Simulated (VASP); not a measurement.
# ZrF2 (P4/mmm) in VASP: further runs

The runs below take ZrF2 through single point, relaxation of cell and atoms, with PBE.

All numbers are computed with VASP 6.6.1; they aren't measurements. Logs are shortened: lines on timing, memory, paths and dates and some standing lists are left out, and cuts for length are marked.

### 1 The cell of the first run

Symmetry: P4/mmm, No. 123, tetragonal system. Conventional cell: a = 2.570 Å, b = 2.570 Å, c = 5.141 Å, α = 90.00°, β = 90.00°, γ = 90.00°. Within 2.9 Å of Zr (site symmetry 4/mmm) lie 8 F at 2.23 Å and 4 Zr at 2.57 Å. Within 2.9 Å of F (site symmetry 4mm) lie 4 Zr at 2.23 Å and 6 F at 2.57 Å.

### 2 Single point, PBE (atoms taken out)

The input, INCAR:

```
PREC     = Accurate       # precision mode
ENCUT    = 520            # plane-wave cutoff, eV
EDIFF    = 1E-7           # SCF threshold, eV
ISMEAR   = 0              # smearing method
SIGMA    = 0.1            # smearing width, eV
LREAL    = False          # projectors in reciprocal space
LASPH    = True           # aspherical terms in the spheres
NELM     = 80             # most SCF steps
ALGO     = Normal         # electronic algorithm
ISIF     = 2              # what is computed and relaxed
LWAVE    = False          # write WAVECAR
LCHARG   = False          # write CHGCAR
GGA      = PE             # functional
NBANDS   = 20             # bands
```

The input, KPOINTS:

```
regular mesh
0
Gamma
  6 6 4
```

The input, POSCAR:

```
ZrF2
1.0
    2.5703634000      0.0000000000      0.0000000000
    0.0000000000      2.5703634000      0.0000000000
    0.0000000000      0.0000000000      5.1407268000
Zr F
1 2
Direct
    0.0000000000      0.0000000000      0.0000000000
    0.5000000000      0.5000000000      0.2500000000
    0.5000000000      0.5000000000      0.7500000000
```

Potentials or basis: VASP PAW PBE potentials, release 64 (Zr_sv, F).

On the command line:

```console
$ cat potpaw_PBE.64/Zr_sv/POTCAR potpaw_PBE.64/F/POTCAR > POTCAR
$ mpirun -np 1 vasp_std > vasp.out
```

OUTCAR:

```text
PREC = Accurate
   ENCUT = 520
   EDIFF = 1E-7
   ISMEAR = 0
   LREAL = False
   LASPH = True
   NELM = 80
   ISIF = 2
   GGA = PE

 ion  position               nearest neighbor table
   1  0.000  0.000  0.000-   2 2.23   3 2.23   2 2.23   3 2.23   2 2.23   3 2.23   2 2.23   3 2.23

   2  0.500  0.500  0.250-   1 2.23   1 2.23   1 2.23   1 2.23
   3  0.500  0.500  0.750-   1 2.23   1 2.23   1 2.23   1 2.23

  LATTYP: Found a simple tetragonal cell.
 ALAT       =     2.5703634000
 C/A-ratio  =     2.0000000000

  Lattice vectors:

 A1 = (   2.5703634000,   0.0000000000,   0.0000000000)
 A2 = (   0.0000000000,   2.5703634000,   0.0000000000)
 A3 = (   0.0000000000,   0.0000000000,   5.1407268000)

Analysis of symmetry for initial positions (statically):
=====================================================================
 Subroutine PRICEL returns:
 Original cell was already a primitive cell.

 Routine SETGRP: Setting up the symmetry group for a
 simple tetragonal supercell.

 Subroutine GETGRP returns: Found 16 space group operations
 (whereof 16 operations were pure point group operations)
 out of a pool of 16 trial point group operations.

The static configuration has the point symmetry D_4h.

Analysis of symmetry for dynamics (positions and initial velocities):
=====================================================================
 Subroutine PRICEL returns:
 Original cell was already a primitive cell.

 Routine SETGRP: Setting up the symmetry group for a
 simple tetragonal supercell.

 Subroutine GETGRP returns: Found 16 space group operations
 (whereof 16 operations were pure point group operations)
 out of a pool of 16 trial point group operations.

The dynamic configuration has the point symmetry D_4h.

 Subroutine INISYM returns: Found 16 space group operations
 (whereof 16 operations are pure point group operations),
 and found     1 'primitive' translations

----------------------------------------------------------------------------------------

                                     Primitive cell

  volume of cell :      33.9636

  direct lattice vectors                    reciprocal lattice vectors
     2.570363400  0.000000000  0.000000000     0.389050046  0.000000000  0.000000000
     0.000000000  2.570363400  0.000000000     0.000000000  0.389050046  0.000000000
     0.000000000  0.000000000  5.140726800     0.000000000  0.000000000  0.194525023

  length of vectors
     2.570363400  2.570363400  5.140726800     0.389050046  0.389050046  0.194525023

  position of ions in fractional coordinates (direct lattice)
     0.000000000  0.000000000  0.000000000
     0.500000000  0.500000000  0.250000000
     0.500000000  0.500000000  0.750000000

  ion indices of the primitive-cell ions
   primitive index   ion index
                 1           1
                 2           2
                 3           3

----------------------------------------------------------------------------------------

 KPOINTS: regular mesh

Automatic generation of k-mesh.
 Grid dimensions read from file:
 generate k-points for:    6    6    4

 Generating k-lattice:

  Cartesian coordinates                     Fractional coordinates (reciprocal lattice)
     0.064841674  0.000000000  0.000000000     0.166666667  0.000000000  0.000000000
     0.000000000  0.064841674  0.000000000     0.000000000  0.166666667  0.000000000
     0.000000000  0.000000000  0.048631256     0.000000000  0.000000000  0.250000000

  Length of vectors
     0.064841674  0.064841674  0.048631256

  Shift w.r.t. Gamma in fractional coordinates (k-lattice)
     0.000000000  0.000000000  0.000000000

 Subroutine IBZKPT returns following result:
 ===========================================

 Found     30 irreducible k-points:

 Following reciprocal coordinates:
            Coordinates               Weight
  0.000000  0.000000  0.000000      1.000000
  0.166667  0.000000  0.000000      4.000000
  0.333333  0.000000  0.000000      4.000000
  0.500000  0.000000  0.000000      2.000000
  0.166667  0.166667  0.000000      4.000000
  0.333333  0.166667  0.000000      8.000000
[... 16 lines left out ...]
  0.333333  0.000000  0.500000      4.000000
  0.500000  0.000000  0.500000      2.000000
 [... further k-points ...]
   k-points           NKPTS =     30   k-points in BZ     NKDIM =     30   number of bands    NBANDS=     20
   number of dos      NEDOS =    301   number of ions     NIONS =      3
   total plane-waves  NPLWV =  16000
   dimension x,y,z NGX =    20 NGY =   20 NGZ =   40
   dimension x,y,z NGXF=    40 NGYF=   40 NGZF=   80
   ions per type =               1   2
   NGX,Y,Z   is equivalent  to a cutoff of  12.94, 12.94, 12.94 a.u.
   NGXF,Y,Z  is equivalent  to a cutoff of  25.87, 25.87, 25.87 a.u.
 SYSTEM =  unknown system
   PREC   = accura    normal or accurate (medium, high low for compatibility)
   ISTART =      0    job   : 0-new  1-cont  2-samecut
   ICHARG =      2    charge: 1-file 2-atom 10-const
   ISPIN  =      1    spin polarized calculation?
   LNONCOLLINEAR =      F non collinear calculations
   LSORBIT =      F    spin-orbit coupling
   LASPH  =      T    aspherical Exc in radial PAW
   ENCUT  =  520.0 eV  38.22 Ry    6.18 a.u.   4.78  4.78  9.56*2*pi/ulx,y,z
   NELM   =     80;   NELMIN=  2; NELMDL= -5     # of ELM steps
   EDIFF  = 0.1E-06   stopping-criterion for ELM
   LREAL  =      F    real-space projection
   EDIFFG = 0.1E-05   stopping-criterion for IOM
   NSW    =      0    number of steps for IOM
   IBRION =     -1    ionic relax: 0-MD 1-quasi-New 2-CG
   NFREE  =      0    steps in history (QN), initial steepest desc. (CG)
   ISIF   =      2    stress and relaxation
   ISYM   =      2    0-nonsym 1-usesym 2-fastsym
   POTIM  = 0.5000    time-step for ionic-motion
   TEBEG  =    0.0;   TEEND  =   0.0 temperature during run
   PSTRESS=    0.0 pullay stress
   NELECT =      26.0000    total number of electrons
   NUPDOWN=      -1.0000    fix difference up-down
   EMIN   =  10.00;   EMAX   =-10.00  energy-range for DOS
   EFERMI =   0.00;   METHOD = LEGACY
   ISMEAR =     0;   SIGMA  =   0.10  broadening in eV -4-tet -1-fermi 0-gaus
   EFERMI_NEDOS =   21; number of points for ismear=-14 and -15
   IALGO  =     38    algorithm
   IMIX   =      4    mixing-type and parameters
     AMIX     =   0.40;   BMIX     =  1.00
     AMIX_MAG =   1.60;   BMIX_MAG =  1.00
  volume/ion in A,a.u.               =      11.32        76.40
  Fermi-wavevector in a.u.,A,eV,Ry     =   1.497596  2.830047 30.515073  2.242795
  Thomas-Fermi vector in A             =   2.609464
   LORBIT       =      0    0 simple, 1 ext, 2 COOP (PROOUT), +10 PAW based schemes
   GGA     = PE    functional components
   LHFCALC =     F    Hartree Fock is set to
   AEXX    =    0.0000 exact exchange contribution
   IVDW    =     0    specifies the selected vdW correction
   LEPSILON=     F    determine dielectric tensor
   LRPA    =     F    only Hartree local field effects (RPA)
 non-spin polarized calculation
 Gauss-broadening in eV      SIGMA  =   0.10
  energy-cutoff  :      520.00
  volume of cell :       33.96
 maximum number of plane-waves:       948
 NGX is ok and might be reduce to    20
   NGX =  9   NGY =  9   NGZ = 19

 number of electron      26.0000020 magnetization

 Free energy of the ion-electron system (eV)
  ---------------------------------------------------
  ext. energy  EPLUGINS =         0.00000000
  ---------------------------------------------------
  free energy    TOTEN  =       -18.32900474 eV

  energy without entropy =      -18.32900452  energy(sigma->0) =      -18.32900463

 E-fermi :  10.0846     XC(G=0): -11.1388

 val. band max:        9.7755141458   @ k =   0.1667   0.1667   0.5000
 cond. band min:      10.3715627625   @ k =   0.5000   0.5000   0.0000
 fundamental gap:      0.5960486167
 Fermi energy:        10.0846311132

 k-point     1 :       0.0000    0.0000    0.0000
  band No.  band energies     occupation
      1     -40.6360      2.00000
      2     -20.5849      2.00000
      3     -18.3354      2.00000
      4     -17.1297      2.00000
      5     -17.1297      2.00000
      6     -15.6104      2.00000
[... 12 lines left out ...]
     19      18.3023      0.00000
     20      19.6491      0.00000

 k-point     2 :       0.1667    0.0000    0.0000
  band No.  band energies     occupation
      1     -40.5002      2.00000
      2     -20.2611      2.00000
      3     -19.3488      2.00000
      4     -17.0335      2.00000
      5     -16.8105      2.00000
      6     -15.9091      2.00000
[... 12 lines left out ...]
     19      19.6527      0.00000
     20      19.7448      0.00000

 k-point     3 :       0.3333    0.0000    0.0000
  band No.  band energies     occupation
      1     -40.2143      2.00000
      2     -20.9416      2.00000
      3     -19.3636      2.00000
      4     -16.8346      2.00000
      5     -16.7784      2.00000
      6     -16.4092      2.00000
[... 12 lines left out ...]
     19      20.1515      0.00000
     20      21.5749      0.00000

 k-point     4 :       0.5000    0.0000    0.0000
  band No.  band energies     occupation
      1     -40.0633      2.00000
      2     -21.6471      2.00000
      3     -18.3189      2.00000
      4     -17.8204      2.00000
      5     -16.7317      2.00000
      6     -16.2257      2.00000
[... 12 lines left out ...]
     19      18.9329      0.00000
     20      21.4960      0.00000

 k-point     5 :       0.1667    0.1667    0.0000
  band No.  band energies     occupation
      1     -40.3674      2.00000
      2     -19.9556      2.00000
      3     -19.5474      2.00000
      4     -17.9106      2.00000
      5     -16.3790      2.00000
      6     -16.1329      2.00000
[... 12 lines left out ...]
     19      19.9785      0.00000
     20      20.3070      0.00000
[... 353 lines left out ...]
      6     -15.7286      2.00000
[... 12 lines left out ...]
     19      15.9049      0.00000
     20      21.9226      0.00000

 k-point    22 :       0.1667    0.0000    0.5000
  band No.  band energies     occupation
      1     -40.5001      2.00000
      2     -20.3228      2.00000
      3     -19.2819      2.00000
      4     -17.0334      2.00000
      5     -16.7156      2.00000
      6     -16.0183      2.00000
[... 12 lines left out ...]
     19      15.4685      0.00000
     20      23.3678      0.00000

 k-point    23 :       0.3333    0.0000    0.5000
  band No.  band energies     occupation
      1     -40.2143      2.00000
      2     -20.9121      2.00000
      3     -19.4205      2.00000
      4     -16.8728      2.00000
      5     -16.8345      2.00000
      6     -16.2801      2.00000
[... 12 lines left out ...]
     19      17.6184      0.00000
     20      23.0896      0.00000

 k-point    24 :       0.5000    0.0000    0.5000
  band No.  band energies     occupation
      1     -40.0632      2.00000
      2     -21.6249      2.00000
      3     -18.3219      2.00000
      4     -17.9596      2.00000
      5     -16.7317      2.00000
      6     -16.0934      2.00000
[... 12 lines left out ...]
     19      20.8857      0.00000
     20      21.7755      0.00000

 [... further k-points ...]

------------------------ aborting loop because EDIFF is reached ----------------------------------------

  FORCE on cell =-STRESS in cart. coord.  units (eV):
  Direction    XX          YY          ZZ          XY          YZ          ZX
  --------------------------------------------------------------------------------------
  -------------------------------------------------------------------------------------
  Total       12.2790400     12.2790400      3.8205805      0.0000000      0.0000000      0.0000000
  in kB      579.2438292    579.2438292    180.2296977      0.0000000      0.0000000      0.0000000
  external PRESSURE =     446.2391187 kB  Pullay stress =       0.0000000 kB

 VOLUME and BASIS-vectors are now :
 -----------------------------------------------------------------------------
  energy-cutoff  :      520.00
  volume of cell :       33.96
      direct lattice vectors                 reciprocal lattice vectors
     2.570363400  0.000000000  0.000000000     0.389050046  0.000000000  0.000000000
     0.000000000  2.570363400  0.000000000     0.000000000  0.389050046  0.000000000
     0.000000000  0.000000000  5.140726800     0.000000000  0.000000000  0.194525023

 POSITION                                       TOTAL-FORCE (eV/Angst)
 -----------------------------------------------------------------------------------
      0.00000      0.00000      0.00000         0.000000      0.000000      0.000000
      1.28518      1.28518      1.28518         0.000000     -0.000000      0.915226
      1.28518      1.28518      3.85555        -0.000000      0.000000     -0.915226
 -----------------------------------------------------------------------------------
    total drift:                                0.000000      0.000000      0.000000

  FREE ENERGIE OF THE ION-ELECTRON SYSTEM (eV)
  ---------------------------------------------------
  free  energy   TOTEN  =       -18.3290047379 eV

  energy  without entropy=      -18.3290045222  energy(sigma->0) =      -18.32900463
```

It took 8.4 s on 1 thread of AMD EPYC 9R45 (Zen 5), shared host; peak memory 0.12 GiB.

What came out:

```
Free energy            : -18.3290 eV
Pressure               : 44.6 GPa
Largest force          : 0.915 eV/Å
Band gap on the k mesh : zero (bands 13 and 14 overlap by 2.33 eV)
```

Forces in eV/Å, atoms in the order of the input:
```
Zr   0.000  0.000  0.000
F    0.000  0.000  0.915
F    0.000  0.000 -0.915
```

Caveat: the k points lie up to 0.41 Å⁻¹ apart, too coarse for converged energies and pressures of a metal; the cell differs from its parent crystal (atoms taken out).

### 3 Single point, PBE (atoms taken out)

The input, INCAR:

```
SYSTEM = ZrF2
PREC     = Accurate       ! precision mode
ENCUT    = 520            ! plane-wave cutoff, eV
EDIFF    = 1E-6           ! SCF threshold, eV
ISMEAR   = 0              ! smearing method
SIGMA    = 0.1            ! smearing width, eV
LREAL    = .FALSE.        ! projectors in reciprocal space
LASPH    = .TRUE.         ! aspherical terms in the spheres
NELM     = 60             ! most SCF steps
ALGO     = Normal         ! electronic algorithm
ISIF     = 2              ! what is computed and relaxed
LWAVE    = .FALSE.        ! write WAVECAR
LCHARG   = .TRUE.         ! write CHGCAR
GGA      = PE             ! functional
LELF     = .TRUE.         ! ELF
LVHAR    = .TRUE.       
NBANDS   = 20             ! bands
```

The input, KPOINTS:

```
Automatic mesh
0
G
  6 6 4
  0 0 0
```

The input, POSCAR:

```
ZrF2
1.0
    2.8534575476      0.0000000000      0.0000000000
    0.0000000000      2.8534575476      0.0000000000
    0.0000000000      0.0000000000      5.7609975130
Zr F
1 2
Direct
    0.0000000000      0.0000000000      0.0000000000
    0.5000000000      0.5000000000      0.2202398517
    0.5000000000      0.5000000000      0.7797601483
```

Potentials or basis: VASP PAW PBE potentials, release 64 (Zr_sv, F).

On the command line:

```console
$ cat potpaw_PBE.64/Zr_sv/POTCAR potpaw_PBE.64/F/POTCAR > POTCAR
$ mpirun -np 1 vasp_std > vasp.out
```

Wall time 14 s (1 thread of AMD EPYC 9R45 (Zen 5), shared host); peak memory 0.15 GiB.

It converged, with:

```
Free energy            : -19.5749 eV
Pressure               : 0.2 GPa
Largest force          : 0.021 eV/Å
Band gap on the k mesh : zero (bands 13 and 14 overlap by 1.55 eV)
```

Forces in eV/Å, atoms in the order of the input:
```
Zr   0.000  0.000  0.000
F    0.000  0.000  0.021
F    0.000  0.000 -0.021
```

Stress tensor (GPa, compression positive):
```
0.18 0.00 0.00
0.00 0.18 0.00
0.00 0.00 0.27
```

Levels at points of the mesh, in eV from the Fermi level:
| k point | band 9 | band 10 | band 11 | band 12 | band 13 | band 14 | band 15 | band 16 | band 17 | band 18 |
| --- | --- | --- | --- | --- | --- | --- | --- | --- | --- | --- |
| (0.00, 0.00, 0.00) | -7.71 | -7.45 | -7.45 | -7.03 | -3.60 | -0.46 | 0.27 | 3.55 | 3.55 | 3.85 |
| (0.50, 0.00, 0.00) | -8.36 | -7.97 | -7.28 | -7.11 | -2.00 | 0.17 | 2.32 | 2.39 | 2.58 | 6.34 |
| (0.50, 0.50, 0.00) | -9.26 | -8.48 | -8.48 | -6.78 | 0.97 | 1.13 | 2.13 | 2.13 | 6.18 | 9.54 |
| (0.00, 0.00, 0.50) | -7.73 | -7.47 | -7.43 | -7.43 | -3.60 | -0.41 | 1.49 | 2.54 | 3.54 | 3.54 |
| (0.50, 0.00, 0.50) | -8.11 | -7.95 | -7.40 | -7.29 | -1.92 | 0.06 | 2.33 | 2.57 | 2.57 | 5.73 |
| (0.50, 0.50, 0.50) | -9.10 | -8.42 | -8.42 | -7.02 | 1.09 | 1.33 | 2.12 | 2.12 | 6.18 | 7.49 |

Caveat: the k points lie up to 0.37 Å⁻¹ apart, too coarse for converged energies and pressures of a metal; the cell differs from its parent crystal (atoms taken out).

(Part 1 of 2 ends here.)

The gap in the log of VASP goes by the Fermi energy; the results here count the filled bands.